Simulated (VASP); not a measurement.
# P (P4/mmm) in VASP: further runs, part 2 of 2

VASP 6.6.1. The steps go on from the part before.

### Step 3. Single point, PBEsol+D3(BJ)

This run uses another cell than the first one, of the same volume but with other edges.

File INCAR:

```
SYSTEM = P
PREC = Accurate
ENCUT = 520
EDIFF = 1E-6
ISMEAR = 0
SIGMA = 0.15
LREAL = .FALSE.
LASPH = .TRUE.
NELM = 80
ALGO = Normal
ISIF = 2
LWAVE = .FALSE.
LCHARG = .TRUE.
GGA = PS
IVDW = 12
LELF = .TRUE.
LVHAR = .TRUE.
NBANDS = 8
```

File KPOINTS:

```
Automatic mesh
0
G
  28 28 28
  0 0 0
```

File POSCAR:

```
P
1.0
    2.5968910573      0.0000000000      0.0000000000
    0.0000000000      2.5968910573      0.0000000000
    0.0000000000      0.0000000000      2.0257170326
P
1
Direct
    0.0000000000      0.0000000000      0.0000000000
```

Potentials or basis: VASP PAW PBE potentials, release 64 (P).

The run is started by

```sh
$ cat potpaw_PBE.64/P/POTCAR > POTCAR
$ mpirun -np 1 vasp_std > vasp.out
```

OUTCAR:

```text
SYSTEM = P
   PREC = Accurate
   ENCUT = 520
   EDIFF = 1E-6
   ISMEAR = 0
   LREAL = .FALSE.
   LASPH = .TRUE.
   NELM = 80
   ISIF = 2
   GGA = PS
   IVDW = 12
 IVDW          = 12

 ion  position               nearest neighbor table
   1  0.000  0.000  0.000-

  LATTYP: Found a simple tetragonal cell.
 ALAT       =     2.5968910573
 C/A-ratio  =     0.7800546838

  Lattice vectors:

 A1 = (   2.5968910573,   0.0000000000,   0.0000000000)
 A2 = (   0.0000000000,   2.5968910573,   0.0000000000)
 A3 = (   0.0000000000,   0.0000000000,   2.0257170326)

Analysis of symmetry for initial positions (statically):
=====================================================================
 Subroutine PRICEL returns:
 Original cell was already a primitive cell.

 Routine SETGRP: Setting up the symmetry group for a
 simple tetragonal supercell.

 Subroutine GETGRP returns: Found 16 space group operations
 (whereof 16 operations were pure point group operations)
 out of a pool of 16 trial point group operations.

The static configuration has the point symmetry D_4h.

Analysis of symmetry for dynamics (positions and initial velocities):
=====================================================================
 Subroutine PRICEL returns:
 Original cell was already a primitive cell.

 Routine SETGRP: Setting up the symmetry group for a
 simple tetragonal supercell.

 Subroutine GETGRP returns: Found 16 space group operations
 (whereof 16 operations were pure point group operations)
 out of a pool of 16 trial point group operations.

The dynamic configuration has the point symmetry D_4h.

 Subroutine INISYM returns: Found 16 space group operations
 (whereof 16 operations are pure point group operations),
 and found     1 'primitive' translations

----------------------------------------------------------------------------------------

                                     Primitive cell

  volume of cell :      13.6611

  direct lattice vectors                    reciprocal lattice vectors
     2.596891057  0.000000000  0.000000000     0.385075838  0.000000000  0.000000000
     0.000000000  2.596891057  0.000000000     0.000000000  0.385075838  0.000000000
     0.000000000  0.000000000  2.025717033     0.000000000  0.000000000  0.493652363

  length of vectors
     2.596891057  2.596891057  2.025717033     0.385075838  0.385075838  0.493652363

  position of ions in fractional coordinates (direct lattice)
     0.000000000  0.000000000  0.000000000

  ion indices of the primitive-cell ions
   primitive index   ion index
                 1           1

----------------------------------------------------------------------------------------

 KPOINTS: Automatic mesh

Automatic generation of k-mesh.
 Grid dimensions read from file:
 generate k-points for:   28   28   28

 Generating k-lattice:

  Cartesian coordinates                     Fractional coordinates (reciprocal lattice)
     0.013752708  0.000000000  0.000000000     0.035714286  0.000000000  0.000000000
     0.000000000  0.013752708  0.000000000     0.000000000  0.035714286  0.000000000
     0.000000000  0.000000000  0.017630442     0.000000000  0.000000000  0.035714286

  Length of vectors
     0.013752708  0.013752708  0.017630442

  Shift w.r.t. Gamma in fractional coordinates (k-lattice)
     0.000000000  0.000000000  0.000000000

 Subroutine IBZKPT returns following result:
 ===========================================

 Found   1800 irreducible k-points:

 Following reciprocal coordinates:
            Coordinates               Weight
  0.000000  0.000000  0.000000      1.000000
  0.035714  0.000000  0.000000      4.000000
  0.071429  0.000000  0.000000      4.000000
  0.107143  0.000000  0.000000      4.000000
  0.142857  0.000000  0.000000      4.000000
  0.178571  0.000000  0.000000      4.000000
[... 16 lines left out ...]
  0.285714  0.035714  0.000000      8.000000
  0.321429  0.035714  0.000000      8.000000
 [... further k-points ...]
   k-points           NKPTS =   1800   k-points in BZ     NKDIM =   1800   number of bands    NBANDS=      8
   number of dos      NEDOS =    301   number of ions     NIONS =      1
   total plane-waves  NPLWV =   6400
   dimension x,y,z NGX =    20 NGY =   20 NGZ =   16
   dimension x,y,z NGXF=    40 NGYF=   40 NGZF=   32
   ions per type =               1
   NGX,Y,Z   is equivalent  to a cutoff of  12.80, 12.80, 13.13 a.u.
   NGXF,Y,Z  is equivalent  to a cutoff of  25.61, 25.61, 26.26 a.u.
 SYSTEM =  P
   PREC   = accura    normal or accurate (medium, high low for compatibility)
   ISTART =      0    job   : 0-new  1-cont  2-samecut
   ICHARG =      2    charge: 1-file 2-atom 10-const
   ISPIN  =      1    spin polarized calculation?
   LNONCOLLINEAR =      F non collinear calculations
   LSORBIT =      F    spin-orbit coupling
   LASPH  =      T    aspherical Exc in radial PAW
   ENCUT  =  520.0 eV  38.22 Ry    6.18 a.u.   4.83  4.83  3.77*2*pi/ulx,y,z
   NELM   =     80;   NELMIN=  2; NELMDL= -5     # of ELM steps
   EDIFF  = 0.1E-05   stopping-criterion for ELM
   LREAL  =      F    real-space projection
   EDIFFG = 0.1E-04   stopping-criterion for IOM
   NSW    =      0    number of steps for IOM
   IBRION =     -1    ionic relax: 0-MD 1-quasi-New 2-CG
   NFREE  =      0    steps in history (QN), initial steepest desc. (CG)
   ISIF   =      2    stress and relaxation
   ISYM   =      2    0-nonsym 1-usesym 2-fastsym
   POTIM  = 0.5000    time-step for ionic-motion
   TEBEG  =    0.0;   TEEND  =   0.0 temperature during run
   PSTRESS=    0.0 pullay stress
   NELECT =       5.0000    total number of electrons
   NUPDOWN=      -1.0000    fix difference up-down
   EMIN   =  10.00;   EMAX   =-10.00  energy-range for DOS
   EFERMI =   0.00;   METHOD = LEGACY
   ISMEAR =     0;   SIGMA  =   0.15  broadening in eV -4-tet -1-fermi 0-gaus
   EFERMI_NEDOS =   21; number of points for ismear=-14 and -15
   IALGO  =     38    algorithm
   IMIX   =      4    mixing-type and parameters
     AMIX     =   0.40;   BMIX     =  1.00
     AMIX_MAG =   1.60;   BMIX_MAG =  1.00
  volume/ion in A,a.u.               =      13.66        92.19
  Fermi-wavevector in a.u.,A,eV,Ry     =   1.171034  2.212933 18.657942  1.371320
  Thomas-Fermi vector in A             =   2.307484
   LORBIT       =      0    0 simple, 1 ext, 2 COOP (PROOUT), +10 PAW based schemes
   GGA     = PS    functional components
   LHFCALC =     F    Hartree Fock is set to
   AEXX    =    0.0000 exact exchange contribution
   IVDW    =    12    specifies the selected vdW correction
   LEPSILON=     F    determine dielectric tensor
   LRPA    =     F    only Hartree local field effects (RPA)
 non-spin polarized calculation
 Gauss-broadening in eV      SIGMA  =   0.15
  energy-cutoff  :      520.00
  volume of cell :       13.66
 maximum number of plane-waves:       384
 NGX is ok and might be reduce to    20

 number of electron       5.0000001 magnetization

 Free energy of the ion-electron system (eV)
  ---------------------------------------------------
  ext. energy  EPLUGINS =         0.00000000
  ---------------------------------------------------
  free energy    TOTEN  =        -5.12906416 eV

  energy without entropy =       -5.12532232  energy(sigma->0) =       -5.12719324

 E-fermi :  10.3248     XC(G=0): -11.5873

 val. band max:       10.3238426297   @ k =   0.1071   0.1071   0.2500
 cond. band min:      10.3262950371   @ k =   0.2857   0.1429   0.1429
 fundamental gap:      0.0024524074
 Fermi energy:        10.3247880296

 k-point     1 :       0.0000    0.0000    0.0000
  band No.  band energies     occupation
      1      -7.1489      2.00000
      2      12.0575      0.00000
      3      12.0575      0.00000
      4      15.3998      0.00000
      5      15.9292      0.00000
      6      24.7485      0.00000
      7      28.5688      0.00000
      8      30.6624      0.00000
[... 243 lines left out ...]
 k-point    24 :       0.3214    0.0357    0.0000
  band No.  band energies     occupation
      1      -5.3299      2.00000
      2       3.5978      2.00000
      3      12.9723      0.00000
      4      17.5602      0.00000
      5      23.4358      0.00000
      6      25.9683      0.00000
      7      26.1662      0.00000
      8      27.4048      0.00000

 [... further k-points ...]

------------------------ aborting loop because EDIFF is reached ----------------------------------------

 Edisp (eV)   -0.41536

 E8    (eV) :    -0.2465

  FORCE on cell =-STRESS in cart. coord.  units (eV):
  Direction    XX          YY          ZZ          XY          YZ          ZX
  --------------------------------------------------------------------------------------
  -------------------------------------------------------------------------------------
  Total      -1.21922    -1.21922     7.41197     0.00000    -0.00000     0.00000
  in kB    -142.98975  -142.98975   869.27653     0.00000    -0.00000     0.00000
  external pressure =      194.43 kB  Pullay stress =        0.00 kB

 VOLUME and BASIS-vectors are now :
 -----------------------------------------------------------------------------
  energy-cutoff  :      520.00
  volume of cell :       13.66
      direct lattice vectors                 reciprocal lattice vectors
     2.596891057  0.000000000  0.000000000     0.385075838  0.000000000  0.000000000
     0.000000000  2.596891057  0.000000000     0.000000000  0.385075838  0.000000000
     0.000000000  0.000000000  2.025717033     0.000000000  0.000000000  0.493652363

 POSITION                                       TOTAL-FORCE (eV/Angst)
 -----------------------------------------------------------------------------------
      0.00000      0.00000      0.00000         0.000000      0.000000      0.000000
 -----------------------------------------------------------------------------------
    total drift:                                0.000000      0.000000     -0.000000

  FREE ENERGIE OF THE ION-ELECTRON SYSTEM (eV)
  ---------------------------------------------------
  free  energy   TOTEN  =        -5.5444257576 eV

  energy  without entropy=       -5.5406839136  energy(sigma->0) =       -5.54255484
```

OSZICAR:

```text
N       E                     dE             d eps       ncg     rms          rms(c)
DAV:   1     0.109669826560E+01    0.10967E+01   -0.22048E+03 30376   0.456E+02
DAV:   2    -0.513581954751E+01   -0.62325E+01   -0.59355E+01 42120   0.519E+01
DAV:   3    -0.519251111525E+01   -0.56692E-01   -0.56454E-01 32248   0.558E+00
DAV:   4    -0.519259925287E+01   -0.88138E-04   -0.88137E-04 46656   0.229E-01
DAV:   5    -0.519259931352E+01   -0.60646E-07   -0.61541E-07 32712   0.328E-03    0.651E+00
DAV:   6    -0.514576487661E+01    0.46834E-01   -0.37393E-02 35248   0.103E+00    0.381E+00
DAV:   7    -0.512931487847E+01    0.16450E-01   -0.52407E-02 36776   0.127E+00    0.254E-01
DAV:   8    -0.512906040322E+01    0.25448E-03   -0.32179E-03 31048   0.401E-01    0.993E-02
DAV:   9    -0.512906284294E+01   -0.24397E-05   -0.59518E-05 40224   0.617E-02    0.865E-02
DAV:  10    -0.512906400940E+01   -0.11665E-05   -0.29704E-06 35800   0.106E-02    0.390E-02
DAV:  11    -0.512906416462E+01   -0.15523E-06   -0.12249E-06 29000   0.751E-03
   1 F= -.55444258E+01 E0= -.55425548E+01  d E =-.374184E-02
```

It took 1.7 min on 1 thread of AMD EPYC 7R43 (Zen 3), shared host; peak memory 0.23 GiB.

Results:

```yaml
Free_energy: -5.5444 eV
Pressure: 19.4 GPa
Dispersion_energy_per_atom: -0.415 eV
```

Caveat: the PAW data sets were made with another functional, which shifts forces and pressure a little; pairwise dispersion overbinds metals, which lowers pressure and volume.

### Step 4. Single point, PBEsol+D3(BJ)

This run uses another cell than the first one, of the same volume but with other edges.

File INCAR:

```
ALGO     = Normal         # electronic algorithm
EDIFF    = 1E-7           # SCF threshold, eV
ENCUT    = 520            # plane-wave cutoff, eV
GGA      = PS             # functional
ISIF     = 2              # what is computed and relaxed
ISMEAR   = 0              # smearing method
IVDW     = 12             # dispersion correction
LASPH    = T              # aspherical terms in the spheres
LCHARG   = F              # write CHGCAR
LREAL    = F              # projectors in reciprocal space
LWAVE    = F              # write WAVECAR
NBANDS   = 8              # bands
NELM     = 60             # most SCF steps
PREC     = Accurate       # precision mode
SIGMA    = 0.15           # smearing width, eV
```

File KPOINTS:

```
k-points
0
Gamma
  28 28 28
```

File POSCAR:

```
P
1.0
    2.1903027460      0.0000000000      0.0000000000
    0.0000000000      2.1903027460      0.0000000000
    0.0000000000      0.0000000000      2.8475931932
P
1
Direct
    0.0000000000      0.0000000000      0.0000000000
```

Potentials or basis: VASP PAW PBE potentials, release 64 (P).

The run is started by

```sh
$ cat potpaw_PBE.64/P/POTCAR > POTCAR
$ mpirun -np 1 vasp_std > vasp.out
```

OUTCAR:

```text
EDIFF = 1E-7
   ENCUT = 520
   GGA = PS
   ISIF = 2
   ISMEAR = 0
   IVDW = 12
   LASPH = T
   LREAL = F
   NELM = 60
   PREC = Accurate
 IVDW          = 12

 ion  position               nearest neighbor table
   1  0.000  0.000  0.000-

  LATTYP: Found a simple tetragonal cell.
 ALAT       =     2.1903027460
 C/A-ratio  =     1.3000911396

  Lattice vectors:

 A1 = (   2.1903027460,   0.0000000000,   0.0000000000)
 A2 = (   0.0000000000,   2.1903027460,   0.0000000000)
 A3 = (   0.0000000000,   0.0000000000,   2.8475931932)

[... 444 lines left out ...]

------------------------ aborting loop because EDIFF is reached ----------------------------------------

 Edisp (eV)   -0.41652

 E8    (eV) :    -0.2475

  FORCE on cell =-STRESS in cart. coord.  units (eV):
  Direction    XX          YY          ZZ          XY          YZ          ZX
  --------------------------------------------------------------------------------------
  -------------------------------------------------------------------------------------
  Total       2.42468     2.42468    -0.84463     0.00000    -0.00000    -0.00000
  in kB     284.36616   284.36616   -99.05859     0.00000    -0.00000    -0.00000
  external pressure =      156.56 kB  Pullay stress =        0.00 kB

 VOLUME and BASIS-vectors are now :
 -----------------------------------------------------------------------------
  energy-cutoff  :      520.00
  volume of cell :       13.66
      direct lattice vectors                 reciprocal lattice vectors
     2.190302746  0.000000000  0.000000000     0.456557890  0.000000000  0.000000000
     0.000000000  2.190302746  0.000000000     0.000000000  0.456557890  0.000000000
     0.000000000  0.000000000  2.847593193     0.000000000  0.000000000  0.351173757

 POSITION                                       TOTAL-FORCE (eV/Angst)
 -----------------------------------------------------------------------------------
      0.00000      0.00000      0.00000         0.000000      0.000000      0.000000
 -----------------------------------------------------------------------------------
    total drift:                                0.000000     -0.000000      0.000000

  FREE ENERGIE OF THE ION-ELECTRON SYSTEM (eV)
  ---------------------------------------------------
  free  energy   TOTEN  =        -5.7732804177 eV

  energy  without entropy=       -5.7682981201  energy(sigma->0) =       -5.77078927
```

OSZICAR:

```text
N       E                     dE             d eps       ncg     rms          rms(c)
DAV:   1     0.701122584570E+00    0.70112E+00   -0.22086E+03 30432   0.455E+02
DAV:   2    -0.534812565129E+01   -0.60492E+01   -0.57927E+01 42152   0.515E+01
DAV:   3    -0.540150887406E+01   -0.53383E-01   -0.53322E-01 32824   0.542E+00
DAV:   4    -0.540158752344E+01   -0.78649E-04   -0.78650E-04 46112   0.220E-01
DAV:   5    -0.540158757221E+01   -0.48772E-07   -0.48753E-07 33168   0.312E-03    0.621E+00
DAV:   6    -0.536823885859E+01    0.33349E-01   -0.26330E-02 32280   0.796E-01    0.367E+00
DAV:   7    -0.535715598503E+01    0.11083E-01   -0.33803E-02 34536   0.950E-01    0.185E-01
DAV:   8    -0.535676079430E+01    0.39519E-03   -0.26574E-03 31512   0.324E-01    0.523E-02
DAV:   9    -0.535676267095E+01   -0.18766E-05   -0.71354E-05 37912   0.611E-02    0.503E-02
DAV:  10    -0.535676363188E+01   -0.96093E-06   -0.19974E-06 38840   0.120E-02    0.242E-02
DAV:  11    -0.535676346586E+01    0.16601E-06   -0.81472E-07 33424   0.439E-03    0.215E-03
DAV:  12    -0.535676346882E+01   -0.29523E-08   -0.13634E-08 19656   0.955E-04
   1 F= -.57732804E+01 E0= -.57707893E+01  d E =-.498230E-02
```

stdout:

```text
POSCAR found type information on POSCAR P
 POSCAR found :  1 types and       1 ions
 scaLAPACK will be used
 -----------------------------------------------------------------------------
|                                                                             |
|                                                                             |
|     You enforced a specific xc type in the INCAR file but a different       |
|     I HOPE YOU KNOW WHAT YOU ARE DOING!                                     |
|                                                                             |
 -----------------------------------------------------------------------------

 LDA part: xc-table for (Slater+PW92), standard interpolation
 POSCAR, INCAR and KPOINTS ok, starting setup
 FFT: planning ... GRIDC
 FFT: planning ... GRID_SOFT
 FFT: planning ... GRID
 WAVECAR not read
 entering main loop
```

Wall time 1.8 min (1 thread of AMD EPYC 7R43 (Zen 3), shared host); peak memory 0.23 GiB.

Results:

* Free energy: -5.7733 eV
* Pressure: 15.7 GPa
* Dispersion energy per atom: -0.417 eV

Stress tensor (GPa, compression positive):
```
28.44  0.00  0.00
 0.00 28.44  0.00
 0.00  0.00 -9.91
```

Caveat: the PAW data sets were made with another functional, which shifts forces and pressure a little; pairwise dispersion overbinds metals, which lowers pressure and volume.

### Step 5. Single point, PBEsol+D3(BJ)

This run uses another cell than the first one, of the same volume but with other edges.

File INCAR:

```
SYSTEM = P
ALGO = Normal
EDIFF = 1E-6
ENCUT = 520
GGA = PS
ISIF = 2
ISMEAR = 0
IVDW = 12
LASPH = .True.
LCHARG = .False.
LREAL = .False.
LWAVE = .False.
NBANDS = 8
NELM = 60
PREC = Accurate
SIGMA = 0.15
```

File KPOINTS:

```
k-points
0
Gamma
  28 28 28
  0 0 0
```

File POSCAR:

```
P
1.0
    2.7596085353      0.0000000000      0.0000000000
    0.0000000000      2.7596085353      0.0000000000
    0.0000000000      0.0000000000      1.7938713029
P
1
Direct
    0.0000000000      0.0000000000      0.0000000000
```

The run is started by

```sh
$ cat potpaw_PBE.64/P/POTCAR > POTCAR
$ mpirun -np 1 vasp_std > vasp.out
```

It took 3 min on 1 thread of AMD EPYC 7R43 (Zen 3), shared host; peak memory 0.24 GiB.

The run converged. Its results:

```
Free energy                : -3.9091 eV
Pressure                   : 69.7 GPa
Dispersion energy per atom : -0.416 eV
```

Stress tensor (GPa, compression positive):
```
 -2.22   0.00   0.00
  0.00  -2.22   0.00
  0.00   0.00 213.60
```

Levels at points of the mesh, in eV from the Fermi level:
| k point | band 1 | band 2 | band 3 | band 4 | band 5 | band 6 |
| --- | --- | --- | --- | --- | --- | --- |
| (0.00, 0.00, 0.00) | -17.98 | -0.79 | -0.79 | 3.58 | 3.92 | 16.81 |
| (0.50, 0.00, 0.00) | -15.84 | -9.37 | 0.64 | 5.74 | 9.73 | 12.69 |
| (0.50, 0.50, 0.00) | -13.76 | -7.37 | -7.37 | 0.05 | 17.22 | 21.32 |
| (0.00, 0.00, 0.50) | -9.35 | -5.39 | 8.86 | 8.86 | 9.16 | 9.16 |
| (0.50, 0.00, 0.50) | -8.10 | -2.35 | 0.66 | 2.16 | 10.13 | 10.18 |
| (0.50, 0.50, 0.50) | -6.99 | 1.28 | 2.48 | 2.48 | 3.86 | 3.86 |

Caveat: the PAW data sets were made with another functional, which shifts forces and pressure a little; pairwise dispersion overbinds metals, which lowers pressure and volume.

### Step 6. Summary

```csv
cell,gap on the mesh (eV),pressure (GPa)
"a = 2.250, b = 2.250, c = 2.700 Å, 1 atom",none,8.3
"a = 2.597, b = 2.597, c = 2.026 Å, 1 atom",none,19.4
"a = 2.190, b = 2.190, c = 2.848 Å, 1 atom",none,15.7
"a = 2.760, b = 2.760, c = 1.794 Å, 1 atom",none,69.7
```

Alike in all rows: task single point; level PBEsol+D3(BJ); potentials or basis VASP PAW PBE potentials, release 64 (P); no spin polarisation; k mesh 28 × 28 × 28; cutoff (eV) 520; smearing gaussian 0.15 eV.

Caveats: the PAW data sets were made with another functional, which shifts forces and pressure a little; pairwise dispersion overbinds metals, which lowers pressure and volume.

Total energies depend on the potentials used, so only differences within one code and one set of settings carry meaning.
